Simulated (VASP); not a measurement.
Input of a VASP 6.6.1 run:

Contents of INCAR:

```
SYSTEM = FeO
PREC     = Accurate       ! precision mode
ENCUT    = 600            ! plane-wave cutoff, eV
EDIFF    = 1E-6           ! SCF threshold, eV
ISMEAR   = -1             ! smearing method
SIGMA    = 0.05           ! smearing width, eV
LREAL    = .False.        ! projectors in reciprocal space
LASPH    = .True.         ! aspherical terms in the spheres
NELM     = 200            ! most SCF steps
ALGO     = Normal         ! electronic algorithm
ISIF     = 2              ! what is computed and relaxed
LWAVE    = .False.        ! write WAVECAR
LCHARG   = .False.        ! write CHGCAR
ISPIN    = 2              ! spin polarisation
MAGMOM   = 3.7 -3.7 0 0   ! initial moments
LORBIT   = 11             ! projections on sites
LMAXMIX  = 4              ! l up to which the mixer works
LDAU     = .True.         ! DFT+U
LDAUTYPE = 2            
LDAUL    = 2 -1           ! shell
LDAUU    = 4.3 0          ! U, eV
LDAUJ    = 0 0          
LDAUPRINT= 1            
GGA      = PE             ! functional
NBANDS   = 26             ! bands
GGA_COMPAT= .False.
```

The input KPOINTS:

```
Automatic mesh
0
Gamma
  4 4 4
  0 0 0
```

File POSCAR:

```
FeO
1.0
    4.3000000000      2.1510000000      2.1520000000
    2.1530000000      4.3000000000      2.1515000000
    2.1525000000      2.1535000000      4.3000000000
Fe O
2 2
Direct
    0.0000000000      0.0000000000      0.0000000000
    0.5000000000      0.5000000000      0.5000000000
    0.2500000000      0.2500000000      0.2500000000
    0.7500000000      0.7500000000      0.7500000000
```

Potentials or basis: VASP PAW PBE potentials, release 64 (Fe, O).

Command:

```sh
$ cat potpaw_PBE.64/Fe/POTCAR potpaw_PBE.64/O/POTCAR > POTCAR
$ mpirun -np 1 vasp_std > vasp.out
```

(1) Estimate the band gap on the k mesh.

(2) Estimate the net moment.

(3) Estimate the pressure.

## Answers

(1) zero (filled and empty bands overlap).

(2) 0.00 μB per cell.

(3) 4.2 GPa.

Caveat: the k points lie up to 0.61 Å⁻¹ apart.
